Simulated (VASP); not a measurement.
Here is a VASP 6.6.1 calculation.

INCAR

```
ALGO = Normal
EDIFF = 1E-8
ENCUT = 470
GGA = PS
GGA_COMPAT = False
ISIF = 2
ISMEAR = -1
LASPH = True
LCHARG = False
LEFG = True
LREAL = False
LWAVE = False
NBANDS = 26
NELM = 120
PREC = Accurate
SIGMA = 0.05
```

File KPOINTS:

```
k-points
0
Gamma
  12 12 7
```

File POSCAR:

```
Ag
1.0
    2.9222991408      0.0000000000      0.0000000000
   -1.4611495704      2.5307852934      0.0000000000
    0.0000000000      0.0000000000      4.7016618100
Ag
2
Direct
    0.1933333333      0.5966666667      0.1450000000
    0.8066666667      0.4033333333      0.8550000000
```

Potentials or basis: VASP PAW PBE potentials, release 64 (Ag_sv_GW).

Run with:

```bash
$ cat potpaw_PBE.64/Ag_sv_GW/POTCAR > POTCAR
$ mpirun -np 1 vasp_std > vasp.out
```

What does it give for the band gap on the k mesh?

Zero (bands 19 and 20 overlap by 4.64 eV).

Estimate the pressure.

167.5 GPa.

Forces on the atoms (eV/Å):
```
Ag   29.250  16.887  52.126
Ag  -29.250 -16.887 -52.126
```

Caveat: the cell differs from its parent crystal (shortest bond scaled by 0.58); atoms lie so close that the PAW spheres overlap strongly, which falsifies energies and pressures; the stress differs along the axes, from 53 to 316 GPa; without QUAD_EFG the Cq values of the log hold for a quadrupole moment of 1 mb, not for the nuclei; the PAW data sets were made with another functional, which shifts forces and pressure a little.
